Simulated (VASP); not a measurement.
A run of VASP 6.6.1:

The input INCAR:

```
SYSTEM = Cu
PREC = Accurate
ENCUT = 520
EDIFF = 1E-6
ISMEAR = 0
SIGMA = 0.15
LREAL = .FALSE.
LASPH = .TRUE.
NELM = 60
ALGO = Fast
ISIF = 2
LWAVE = .FALSE.
LCHARG = .FALSE.
GGA = PS
NBANDS = 18
```

Contents of KPOINTS:

```
Automatic mesh
0
G
  20 20 20
  0 0 0
```

Contents of POSCAR:

```
Cu
1.0
    1.1209865948     -3.6582677696      0.0000000000
    1.1209865948      3.6582677696      0.0000000000
    0.0000000000      0.0000000000      2.2774558816
Cu
2
Direct
    0.1338666500      0.8661333500      0.2500000000
    0.8661333500      0.1338666500      0.7500000000
```

Potentials or basis: VASP PAW PBE potentials, release 64 (Cu).

Launch:

```bash
$ cat potpaw_PBE.64/Cu/POTCAR > POTCAR
$ mpirun -np 1 vasp_std > vasp.out
```

Hardware: 1 thread of Intel(R) Xeon(R) Platinum 8259CL CPU @ 2.50GHz (Skylake/Cascade Lake), on a shared host.

Question: Estimate the wall time of this run.

Answer: It took 7.4 min on 1 thread of Intel(R) Xeon(R) Platinum 8259CL CPU @ 2.50GHz (Skylake/Cascade Lake) (shared host), peak memory 0.43 GiB. Counts: scf iterations 16, k points 1221.
